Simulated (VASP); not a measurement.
Wanted: the native input for a VASP 6.6.1 run.

```yaml
Task: relaxation of cell and atoms
Functional: PBEsol
Potentials_or_basis: VASP PAW PBE potentials, release 64 (Ti_sv, O)
Cutoff: 600 eV
k_mesh: 10 × 10 × 10
Occupations: methfessel-paxton, width 0.1 eV
Spin: no spin polarisation
Dipole_correction: no
Further_INCAR_settings: ALGO = Normal; EDIFF = 1e-06; IBRION = 2; EDIFFG = -0.01; NSW = 80; ISIF = 3
```

The structure of TiO2 lies in POSCAR:

```
TiO2
1.0
   -1.8921000000      1.8921000000      4.7573000000
    1.8921000000     -1.8921000000      4.7573000000
    1.8921000000      1.8921000000     -4.7573000000
Ti O
2 4
Direct
    0.0000000000      0.0000000000      0.0000000000
    0.7500000000      0.2500000000      0.5000000000
    0.2081000000      0.2081000000      0.0000000000
    0.9581000000      0.4581000000      0.5000000000
    0.5419000000      0.0419000000      0.5000000000
    0.7919000000      0.7919000000      0.0000000000
```

The input as run:

INCAR

```
PREC = Accurate ; ENCUT = 600
EDIFF = 1E-6 ; ISMEAR = 1
SIGMA = 0.1 ; LREAL = False
LASPH = True ; NELM = 100
ALGO = Normal ; ISIF = 3
LWAVE = False ; LCHARG = False
GGA = PS ; IBRION = 2
NSW = 80 ; EDIFFG = -0.01
```

KPOINTS

```
Automatic mesh
0
Gamma
  10 10 10
```

Potentials or basis: VASP PAW PBE potentials, release 64 (Ti_sv, O).

Command:

```console
$ cat potpaw_PBE.64/Ti_sv/POTCAR potpaw_PBE.64/O/POTCAR > POTCAR
$ mpirun -np 1 vasp_std > vasp.out
```

It gave:

| Item | Value |
| --- | --- |
| Relaxed volume | 11.34 Å³/atom |
| Relaxed cell | a = 5.474 Å, b = 5.474 Å, c = 5.474 Å, α = 139.69°, β = 139.69°, γ = 58.33° |
| Space group after relaxing (to 0.1 Å) | I4_1/amd (No. 141) |
| Energy gained by relaxing | 0.2 meV/atom |
| Ionic steps | 19 |
| Pressure after relaxing | -0.1 GPa |
| Band gap on the k mesh | 2.09 eV (least direct gap 2.42 eV) |

Caveat: the PAW data sets were made with another functional, which shifts forces and pressure a little.

It took 36 min on 1 thread of Intel(R) Xeon(R) 6975P-C (Granite Rapids) (shared host), peak memory 0.51 GiB.
